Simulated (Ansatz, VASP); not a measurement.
**One calculation of Hf5N6, two programs**

```
N Hf
1.0
     3.19994    0.00000    0.00000
    -1.59997    2.77123    0.00000
     0.00000    0.00000   28.06370
N Hf
6 5
Cartesian
  0.0000 1.8475 7.7812
  0.0000 0.0000 10.2157
  1.6000 0.9237 12.6845
  0.0000 1.8475 15.3792
  0.0000 0.0000 17.8480
  1.6000 0.9237 20.2825
  1.6000 0.9237 8.5461
  0.0000 1.8475 11.4077
  0.0000 0.0000 14.0318
  1.6000 0.9237 16.6560
  0.0000 1.8475 19.5176
```

Alike in both runs: functional r2SCAN; k mesh 12 × 12 × 1; occupations gaussian, width 0.1 eV; no spin polarisation.

Ansatz relaxed the structure, and its values are those at the end. VASP's run is a single point on that final structure, the one shown.

```csv
,VASP,Ansatz
version,VASP 6.6.1,Ansatz 0.2.0
potentials or method,"VASP PAW PBE potentials, release 64 (N, Hf_pv), cutoff 520 eV","scalar-relativistic, plane waves, PAW"
valence electrons in the cell,80,160
```

|  | VASP | Ansatz | Ansatz less VASP |
| --- | --- | --- | --- |
| gap on the k mesh at the Fermi level (eV) | none | none | - |
| rms of the force components (eV/Å) | 0.030 | 0.002 | -0.0280 |
| work function, face that differs most (eV) | 6.10 | 6.04 | -0.063 |

VASP's potentials were made for PBE, not for r2SCAN. A gap of «none» marks a metal or a gap that the smearing closes. VASP's potentials hold 80 valence electrons a cell and Ansatz's 160, so a difference there can come from the potentials and not from the codes. Ansatz's warnings: xc potential rough in thin density.

Neither program's run includes spin-orbit coupling.
